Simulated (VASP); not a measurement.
A run of VASP 6.6.1 is set up as follows.

The input INCAR:

```
SYSTEM = Te2Mo
PREC = Accurate
ENCUT = 500
EDIFF = 1E-6
ISMEAR = -1
SIGMA = 0.1
LREAL = .FALSE.
LASPH = .TRUE.
NELM = 120
ALGO = Normal
ISIF = 2
LWAVE = .FALSE.
LCHARG = .FALSE.
GGA = PS
NBANDS = 35
GGA_COMPAT = .FALSE.
```

KPOINTS

```
Automatic mesh
0
G
  8 8 1
  0 0 0
```

POSCAR

```
Te2Mo
1.0
    3.5603900000      0.0000000000      0.0000000000
   -1.7802000000      3.0833900000      0.0000000000
    0.0000000000      0.0000000000     24.8112600000
Te Mo
4 2
Direct
    0.3333333333      0.6666666667      0.0793700000
    0.6666666667      0.3333333333      0.7763600000
    0.6666666667      0.3333333333      0.9206300000
    0.3333333333      0.6666666667      0.2236400000
    0.3333333333      0.6666666667      0.8484600000
    0.6666666667      0.3333333333      0.1515400000
```

Potentials or basis: VASP PAW PBE potentials, release 64 (Te, Mo_sv).

The run is started by

```console
$ cat potpaw_PBE.64/Te/POTCAR potpaw_PBE.64/Mo_sv/POTCAR > POTCAR
$ mpirun -np 1 vasp_std > vasp.out
```

Task: Estimate the band gap on the k mesh.

Result: 1.23 eV.

Task: Estimate the largest force.

Result: 0.137 eV/Å.

Forces in eV/Å, atoms in the order of the input:
```
Te   0.000  0.000  0.074
Te   0.000  0.000  0.137
Te   0.000  0.000 -0.074
Te   0.000  0.000 -0.137
Mo   0.000  0.000  0.005
Mo   0.000  0.000 -0.005
```

Caveat: there is no dipole correction, which matters where the two faces differ; the PAW data sets were made with another functional, which shifts forces and pressure a little; spin-orbit coupling is left out, which moves the levels of the heavy elements.
